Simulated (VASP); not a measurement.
Here is a VASP 6.6.1 calculation.

The input INCAR:

```
SYSTEM = Sb
  PREC = Accurate
  ENCUT = 520
  EDIFF = 1E-7
  ISMEAR = -1
  SIGMA = 0.05
  LREAL = .False.
  LASPH = .True.
  NELM = 80
  ALGO = Normal
  ISIF = 2
  LWAVE = .False.
  LCHARG = .False.
  GGA = PE
  NBANDS = 12
```

KPOINTS

```
Automatic mesh
0
Gamma
  9 9 9
  0 0 0
```

File POSCAR:

```
Sb
1.0
    2.1007438352      1.1827036773      3.7100774999
   -2.2004568288      1.2257156839      3.7530895065
   -0.0126070064     -2.5207393611      3.7688329936
Sb
2
Direct
    0.2336400000      0.2336400000      0.2336400000
    0.7663600000      0.7663600000      0.7663600000
```

Potentials or basis: VASP PAW PBE potentials, release 64 (Sb).

Launch:

```sh
$ cat potpaw_PBE.64/Sb/POTCAR > POTCAR
$ mpirun -np 1 vasp_std > vasp.out
```

Q: Estimate the band gap on the k mesh.

A: Zero (bands 5 and 6 overlap by 0.05 eV).

Q: Estimate the largest force.

A: 0.272 eV/Å.

Q: Predict the pressure.

A: 3.2 GPa.

Stress tensor (GPa, compression positive):
```
2.72 0.14 0.59
0.14 4.08 1.28
0.59 1.28 2.89
```

Caveat: the cell differs from its parent crystal (equal xy, yz and zx shear strains of -2 %); the cell stands under pressure; spin-orbit coupling is left out, which moves the levels of the heavy elements.
